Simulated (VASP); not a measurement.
# H2Pb (I4_1/amd) in VASP: single point with r2SCAN+rVV10

Aim: the single point of H2Pb with r2SCAN+rVV10.

All numbers are computed with VASP 6.6.1; they aren't measurements. Logs are shortened: lines on timing, memory, paths and dates and some standing lists are left out, and cuts for length are marked.

## (1) The cell of the first run

The structure is tetragonal, space group I4_1/amd (No. 141). The conventional cell has a = 4.249 Å, b = 4.249 Å, c = 12.120 Å, α = 90.00°, β = 90.00°, γ = 90.00°. Pb (site symmetry -4m2) has 6 H at 2.22 to 2.39 Å within 2.9 Å. Within 2.9 Å of H (site symmetry 2mm) lie 3 Pb at 2.22 to 2.39 Å and 2 H at 2.76 Å.

## (2) Single point, r2SCAN+rVV10

Contents of POSCAR:

```
H2Pb
1.0
   -2.1247372726      2.1247372726      6.0599538983
    2.1247372726     -2.1247372726      6.0599538983
    2.1247372726      2.1247372726     -6.0599538983
Pb H
2 4
Direct
    0.7500000000      0.2500000000      0.5000000000
    0.0000000000      0.0000000000      0.0000000000
    0.5525544504      0.0525544504      0.5000000000
    0.8025544504      0.8025544504      0.0000000000
    0.1974455496      0.1974455496      0.0000000000
    0.9474455496      0.4474455496      0.5000000000
```

Contents of INCAR.step1:

```
SYSTEM = H2Pb
ALGO = Normal ; EDIFF = 1E-4
ENCUT = 520 ; GGA = PE
ISMEAR = -1 ; LASPH = .TRUE.
LCHARG = .FALSE. ; LREAL = .FALSE.
LWAVE = .TRUE. ; NBANDS = 25
NELM = 60 ; PREC = Accurate
SIGMA = 0.03
```

Contents of INCAR.step2:

```
SYSTEM = H2Pb
ALGO = Normal ; BPARAM = 11.95
CPARAM = 0.0093 ; EDIFF = 1E-7
ENCUT = 520 ; ISIF = 2
ISMEAR = -1 ; ISTART = 1
IVDW_NL = 2 ; LASPH = .TRUE.
LCHARG = .FALSE. ; LMIXTAU = .TRUE.
LREAL = .FALSE. ; LUSE_VDW = .TRUE.
LWAVE = .FALSE. ; METAGGA = R2SCAN
NBANDS = 25 ; NELM = 60
PREC = Accurate ; SIGMA = 0.03
```

Contents of KPOINTS:

```
k-points
0
G
  10 10 10
  0 0 0
```

Potentials or basis: VASP PAW PBE potentials, release 64 (Pb_d, H).

Command:

```console
$ cat potpaw_PBE.64/Pb_d/POTCAR potpaw_PBE.64/H/POTCAR > POTCAR
$ cp INCAR.step1 INCAR
$ mpirun -np 1 vasp_std > vasp.out
$ cp INCAR.step2 INCAR
$ mpirun -np 1 vasp_std > vasp.out
```

OUTCAR:

```text
SYSTEM = H2Pb
   BPARAM = 11.95
   EDIFF = 1E-7
   ENCUT = 520
   ISIF = 2
   ISMEAR = -1
   ISTART = 1
   IVDW_NL = 2
   LASPH = .TRUE.
   LREAL = .FALSE.
   METAGGA = R2SCAN
   NELM = 60
   PREC = Accurate

 ion  position               nearest neighbor table
   1  0.750  0.250  0.500-   4 2.22   5 2.22   4 2.22   5 2.22   3 2.39   6 2.39   2 3.70   2 3.70
                             2 3.70   2 3.70
   2  0.000  0.000  0.000-   3 2.22   6 2.22   3 2.22   6 2.22   5 2.39   4 2.39   1 3.70   1 3.70
                             1 3.70   1 3.70
   3  0.553  0.053  0.500-   2 2.22   2 2.22   1 2.39
   4  0.803  0.803  0.000-   1 2.22   1 2.22   2 2.39
   5  0.197  0.197  0.000-   1 2.22   1 2.22   2 2.39
   6  0.947  0.447  0.500-   2 2.22   2 2.22   1 2.39

  LATTYP: Found a body centered tetragonal cell.
 ALAT       =     4.2494745452
 C/A-ratio  =     2.8520956339

  Lattice vectors:

 A1 = (  -2.1247372726,   2.1247372726,   6.0599538983)
 A2 = (   2.1247372726,  -2.1247372726,   6.0599538983)
 A3 = (   2.1247372726,   2.1247372726,  -6.0599538983)

Analysis of symmetry for initial positions (statically):
=====================================================================
 Subroutine PRICEL returns:
 Original cell was already a primitive cell.

 Routine SETGRP: Setting up the symmetry group for a
 body centered tetragonal supercell.

 Subroutine GETGRP returns: Found 16 space group operations
 (whereof  8 operations were pure point group operations)
 out of a pool of 16 trial point group operations.

The static configuration has the point symmetry D_2d.
 The point group associated with its full space group is D_4h.

Analysis of symmetry for dynamics (positions and initial velocities):
=====================================================================
 Subroutine PRICEL returns:
 Original cell was already a primitive cell.

 Routine SETGRP: Setting up the symmetry group for a
 body centered tetragonal supercell.

 Subroutine GETGRP returns: Found 16 space group operations
 (whereof  8 operations were pure point group operations)
 out of a pool of 16 trial point group operations.

The dynamic configuration has the point symmetry D_2d.
 The point group associated with its full space group is D_4h.

 Subroutine INISYM returns: Found 16 space group operations
 (whereof  8 operations are pure point group operations),
 and found     1 'primitive' translations

----------------------------------------------------------------------------------------

                                     Primitive cell

  volume of cell :     109.4309

  direct lattice vectors                    reciprocal lattice vectors
    -2.124737273  2.124737273  6.059953898     0.000000000  0.235323212  0.082508879
     2.124737273 -2.124737273  6.059953898     0.235323212  0.000000000  0.082508879
     2.124737273  2.124737273 -6.059953898     0.235323212  0.235323212  0.000000000

  length of vectors
     6.764026774  6.764026774  6.764026774     0.249368661  0.249368661  0.332797278

  position of ions in fractional coordinates (direct lattice)
     0.750000000  0.250000000  0.500000000
     0.000000000  0.000000000  0.000000000
     0.552554450  0.052554450  0.500000000
     0.802554450  0.802554450  0.000000000
     0.197445550  0.197445550  0.000000000
     0.947445550  0.447445550  0.500000000

  ion indices of the primitive-cell ions
   primitive index   ion index
                 1           1
                 2           2
                 3           3
                 4           4
                 5           5
                 6           6

----------------------------------------------------------------------------------------

 KPOINTS: k-points

Automatic generation of k-mesh.
 Grid dimensions read from file:
 generate k-points for:   10   10   10

 Generating k-lattice:

  Cartesian coordinates                     Fractional coordinates (reciprocal lattice)
     0.000000000  0.023532321  0.008250888     0.100000000  0.000000000  0.000000000
     0.023532321  0.000000000  0.008250888     0.000000000  0.100000000  0.000000000
     0.023532321  0.023532321  0.000000000     0.000000000  0.000000000  0.100000000

  Length of vectors
     0.024936866  0.024936866  0.033279728

  Shift w.r.t. Gamma in fractional coordinates (k-lattice)
     0.000000000  0.000000000  0.000000000

 Subroutine IBZKPT returns following result:
 ===========================================

 Found    102 irreducible k-points:

 Following reciprocal coordinates:
            Coordinates               Weight
  0.000000  0.000000  0.000000      1.000000
  0.100000 -0.000000  0.000000      8.000000
  0.200000 -0.000000  0.000000      8.000000
  0.300000  0.000000  0.000000      8.000000
  0.400000  0.000000 -0.000000      8.000000
  0.500000  0.000000 -0.000000      4.000000
[... 16 lines left out ...]
  0.300000  0.300000  0.000000      8.000000
  0.400000  0.300000  0.000000     16.000000
 [... further k-points ...]
   k-points           NKPTS =    102   k-points in BZ     NKDIM =    102   number of bands    NBANDS=     25
   number of dos      NEDOS =    301   number of ions     NIONS =      6
   total plane-waves  NPLWV = 125000
   dimension x,y,z NGX =    50 NGY =   50 NGZ =   50
   dimension x,y,z NGXF=   100 NGYF=  100 NGZF=  100
   ions per type =               2   4
   NGX,Y,Z   is equivalent  to a cutoff of  12.29, 12.29, 12.29 a.u.
   NGXF,Y,Z  is equivalent  to a cutoff of  24.58, 24.58, 24.58 a.u.
 SYSTEM =  H2Pb
   PREC   = accura    normal or accurate (medium, high low for compatibility)
   ISTART =      1    job   : 0-new  1-cont  2-samecut
   ICHARG =      0    charge: 1-file 2-atom 10-const
   ISPIN  =      1    spin polarized calculation?
   LNONCOLLINEAR =      F non collinear calculations
   LSORBIT =      F    spin-orbit coupling
   LASPH  =      T    aspherical Exc in radial PAW
   ENCUT  =  520.0 eV  38.22 Ry    6.18 a.u.  12.58 12.58 12.58*2*pi/ulx,y,z
   NELM   =     60;   NELMIN=  2; NELMDL=  0     # of ELM steps
   EDIFF  = 0.1E-06   stopping-criterion for ELM
   LREAL  =      F    real-space projection
   EDIFFG = 0.1E-05   stopping-criterion for IOM
   NSW    =      0    number of steps for IOM
   IBRION =     -1    ionic relax: 0-MD 1-quasi-New 2-CG
   NFREE  =      0    steps in history (QN), initial steepest desc. (CG)
   ISIF   =      2    stress and relaxation
   ISYM   =      2    0-nonsym 1-usesym 2-fastsym
   POTIM  = 0.5000    time-step for ionic-motion
   TEBEG  =    0.0;   TEEND  =   0.0 temperature during run
   PSTRESS=    0.0 pullay stress
   NELECT =      32.0000    total number of electrons
   NUPDOWN=      -1.0000    fix difference up-down
   EMIN   =  10.00;   EMAX   =-10.00  energy-range for DOS
   EFERMI =   0.00;   METHOD = LEGACY
   ISMEAR =    -1;   SIGMA  =   0.03  broadening in eV -4-tet -1-fermi 0-gaus
   EFERMI_NEDOS =   21; number of points for ismear=-14 and -15
   IALGO  =     38    algorithm
   IMIX   =      4    mixing-type and parameters
     AMIX     =   0.40;   BMIX     =  1.00
     AMIX_MAG =   1.60;   BMIX_MAG =  1.00
  volume/ion in A,a.u.               =      18.24       123.08
  Fermi-wavevector in a.u.,A,eV,Ry     =   1.086621  2.053417 16.065024  1.180746
  Thomas-Fermi vector in A             =   2.222762
   LORBIT       =      0    0 simple, 1 ext, 2 COOP (PROOUT), +10 PAW based schemes
   METAGGA = R2SCAN    functional components
   LHFCALC =     F    Hartree Fock is set to
   AEXX    =    0.0000 exact exchange contribution
   IVDW_NL    =     2    kernel type
   BPARAM     =11.9500
   IVDW    =     0    specifies the selected vdW correction
   LEPSILON=     F    determine dielectric tensor
   LRPA    =     F    only Hartree local field effects (RPA)
 non-spin polarized calculation
  energy-cutoff  :      520.00
  volume of cell :      109.43
 maximum number of plane-waves:      2962
   NGX = 25   NGY = 25   NGZ = 25

 number of electron      32.0000001 magnetization

 Free energy of the ion-electron system (eV)
  ---------------------------------------------------
  ext. energy  EPLUGINS =         0.00000000
  ---------------------------------------------------
  free energy    TOTEN  =      -122.63581811 eV

  energy without entropy =     -122.63462377  energy(sigma->0) =     -122.63522094

 E-fermi :   3.4576     XC(G=0):  -8.6480

 val. band max:        3.3986641479   @ k =  -0.2000  -0.2000   0.1000
 cond. band min:       3.5122932261   @ k =   0.2000   0.1000   0.1000
 fundamental gap:      0.1136290783
 Fermi energy:         3.4576351210

 k-point     1 :       0.0000    0.0000    0.0000
  band No.  band energies     occupation
      1     -14.7710      2.00000
      2     -14.7577      2.00000
      3     -14.7491      2.00000
      4     -14.7084      2.00000
      5     -14.7084      2.00000
      6     -14.7023      2.00000
[... 17 lines left out ...]
     24      12.7884      0.00000
     25      13.2384      0.00000

 k-point     2 :       0.1000   -0.0000    0.0000
  band No.  band energies     occupation
      1     -14.7722      2.00000
      2     -14.7554      2.00000
      3     -14.7462      2.00000
      4     -14.7102      2.00000
      5     -14.7017      2.00000
      6     -14.7005      2.00000
[... 17 lines left out ...]
     24      12.0445      0.00000
     25      12.6626      0.00000

 k-point     3 :       0.2000   -0.0000    0.0000
  band No.  band energies     occupation
      1     -14.7806      2.00000
      2     -14.7458      2.00000
      3     -14.7388      2.00000
      4     -14.7146      2.00000
      5     -14.6983      2.00000
      6     -14.6813      2.00000
[... 17 lines left out ...]
     24      11.1817      0.00000
     25      11.7994      0.00000

 k-point     4 :       0.3000    0.0000    0.0000
  band No.  band energies     occupation
      1     -14.7918      2.00000
      2     -14.7381      2.00000
      3     -14.7279      2.00000
      4     -14.7195      2.00000
      5     -14.6955      2.00000
      6     -14.6544      2.00000
[... 17 lines left out ...]
     24      11.1203      0.00000
     25      11.3886      0.00000

 k-point     5 :       0.4000    0.0000   -0.0000
  band No.  band energies     occupation
      1     -14.8000      2.00000
      2     -14.7395      2.00000
      3     -14.7230      2.00000
      4     -14.7131      2.00000
      5     -14.6951      2.00000
      6     -14.6463      2.00000
[... 17 lines left out ...]
     24      11.0389      0.00000
     25      11.1205      0.00000

 k-point     6 :       0.5000    0.0000   -0.0000
  band No.  band energies     occupation
      1     -14.8030      2.00000
      2     -14.7404      2.00000
      3     -14.7243      2.00000
      4     -14.7066      2.00000
      5     -14.6957      2.00000
      6     -14.6475      2.00000
[... 17 lines left out ...]
     24      10.9292      0.00000
     25      11.0567      0.00000
[... 393 lines left out ...]
 k-point    21 :      -0.3000    0.2000   -0.0000
  band No.  band energies     occupation
      1     -14.7756      2.00000
      2     -14.7304      2.00000
      3     -14.7130      2.00000
      4     -14.7102      2.00000
      5     -14.6927      2.00000
      6     -14.6570      2.00000
[... 17 lines left out ...]
     24      10.6333      0.00000
     25      11.7903      0.00000

 k-point    22 :      -0.2000    0.2000    0.0000
  band No.  band energies     occupation
      1     -14.7687      2.00000
      2     -14.7323      2.00000
      3     -14.7160      2.00000
      4     -14.7143      2.00000
      5     -14.7080      2.00000
      6     -14.6720      2.00000
[... 17 lines left out ...]
     24      10.1687      0.00000
     25      11.3364      0.00000

 k-point    23 :       0.3000    0.3000    0.0000
  band No.  band energies     occupation
      1     -14.7837      2.00000
      2     -14.7553      2.00000
      3     -14.7203      2.00000
      4     -14.7038      2.00000
      5     -14.6552      2.00000
      6     -14.6545      2.00000
[... 17 lines left out ...]
     24      10.6709      0.00000
     25      10.7122      0.00000

 k-point    24 :       0.4000    0.3000    0.0000
  band No.  band energies     occupation
      1     -14.7808      2.00000
      2     -14.7571      2.00000
      3     -14.7162      2.00000
      4     -14.6975      2.00000
      5     -14.6575      2.00000
      6     -14.6465      2.00000
[... 17 lines left out ...]
     24      11.0643      0.00000
     25      11.5001      0.00000

 [... further k-points ...]

------------------------ aborting loop because EDIFF is reached ----------------------------------------

  FORCE on cell =-STRESS in cart. coord.  units (eV):
  Direction    XX          YY          ZZ          XY          YZ          ZX
  --------------------------------------------------------------------------------------
  -------------------------------------------------------------------------------------
  Total       -0.1711031     -0.1711031     -0.0211504      0.0000000      0.0000000      0.0000000
  in kB       -2.5051209     -2.5051209     -0.3096629      0.0000000      0.0000000      0.0000000
  external PRESSURE =      -1.7733016 kB  Pullay stress =       0.0000000 kB

 VOLUME and BASIS-vectors are now :
 -----------------------------------------------------------------------------
  energy-cutoff  :      520.00
  volume of cell :      109.43
      direct lattice vectors                 reciprocal lattice vectors
    -2.124737273  2.124737273  6.059953898     0.000000000  0.235323212  0.082508879
     2.124737273 -2.124737273  6.059953898     0.235323212  0.000000000  0.082508879
     2.124737273  2.124737273 -6.059953898     0.235323212  0.235323212  0.000000000

 POSITION                                       TOTAL-FORCE (eV/Angst)
 -----------------------------------------------------------------------------------
      0.00000      2.12474      3.02998         0.000000      0.000000      0.000000
      0.00000      0.00000      0.00000         0.000000      0.000000      0.000000
      0.00000      2.12474      0.63696        -0.000000      0.000000     -0.010316
      0.00000      0.00000      9.72689         0.000000     -0.000000     -0.010316
      0.00000      0.00000      2.39302         0.000000     -0.000000      0.010316
      0.00000      2.12474      5.42300        -0.000000      0.000000      0.010316
 -----------------------------------------------------------------------------------
    total drift:                               -0.000000     -0.000000      0.000000

  FREE ENERGIE OF THE ION-ELECTRON SYSTEM (eV)
  ---------------------------------------------------
  free  energy   TOTEN  =      -122.6358181054 eV

  energy  without entropy=     -122.6346237732  energy(sigma->0) =     -122.63522094
```

Wall time 28 min (1 thread of Intel Xeon Platinum 8488C (Sapphire Rapids), shared host); peak memory 0.96 GiB.

What came out:

- Free energy: -122.6358 eV
- Pressure: -0.2 GPa
- Largest force: 0.010 eV/Å
- Band gap on the k mesh: zero (bands 16 and 17 overlap by 1.23 eV)

Forces on the atoms (eV/Å):
```
Pb   0.000  0.000  0.000
Pb   0.000  0.000  0.000
H    0.000  0.000 -0.010
H    0.000  0.000 -0.010
H    0.000  0.000  0.010
H    0.000  0.000  0.010
```

Stress tensor (GPa, compression positive):
```
-0.25  0.00  0.00
 0.00 -0.25  0.00
 0.00  0.00 -0.03
```

Levels at points of the mesh, in eV from the Fermi level:
```tsv
k point	band 13	band 14	band 15	band 16	band 17	band 18	band 19	band 20
(0.00, 0.00, 0.00)	-5.83	-2.43	-1.23	0.95	0.95	1.34	1.34	1.72
(0.50, 0.00, 0.00)	-5.98	-5.57	-1.75	-1.66	1.04	1.09	2.65	3.21
(0.50, 0.50, 0.00)	-5.92	-5.92	-4.58	-4.58	1.44	1.44	2.24	2.24
(0.50, 0.50, 0.50)	-2.67	-2.67	-1.08	-1.08	0.07	0.07	2.84	2.84
```

Caveat: the PAW data sets were made with another functional, which shifts forces and pressure a little; spin-orbit coupling is left out, which moves the levels of the heavy elements.

The gap in the log of VASP goes by the Fermi energy; the results here count the filled bands.